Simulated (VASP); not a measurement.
A run of VASP 6.6.1 is set up as follows.

INCAR

```
SYSTEM = CoO
PREC = Accurate
ENCUT = 600
EDIFF = 1E-6
ISMEAR = 0
SIGMA = 0.05
LREAL = .False.
LASPH = .True.
NELM = 200
ALGO = Normal
ISIF = 2
LWAVE = .False.
LCHARG = .False.
ISPIN = 2
MAGMOM = 3 0
LORBIT = 11
LMAXMIX = 4
LDAU = .True.
LDAUTYPE = 2
LDAUL = 2 -1
LDAUU = 4 0
LDAUJ = 0 0
LDAUPRINT = 1
NBANDS = 22
GGA_COMPAT = .False.
```

Contents of KPOINTS:

```
regular mesh
0
Gamma
  8 8 8
  0 0 0
```

Contents of POSCAR:

```
CoO
1.0
    0.0000000000      2.1315016600      2.1315016600
    2.1315016600      0.0000000000      2.1315016600
    2.1315016600      2.1315016600      0.0000000000
Co O
1 1
Direct
    0.0000000000      0.0000000000      0.0000000000
    0.5000000000      0.5000000000      0.5000000000
```

Potentials or basis: VASP PAW LDA potentials, release 64 (Co_sv, O).

Run with:

```console
$ cat potpaw_LDA.64/Co_sv/POTCAR potpaw_LDA.64/O/POTCAR > POTCAR
$ mpirun -np 1 vasp_std > vasp.out
```

Question: Estimate the net moment.

Answer: 3.00 μB per cell.

Question: Estimate the pressure.

Answer: -19.0 GPa.

Eigenvalues of the final occupation matrices:
```
    site  spin  trace               eigenvalues
site 1 d     1   4.68  0.92 0.92 0.92 0.96 0.96
site 1 d     2   2.03  0.11 0.11 0.60 0.60 0.60
```

Caveat: a cell with one magnetic atom can't hold antiferromagnetic order, which such compounds often take. The state reached can hang on the start; a lower one may exist.
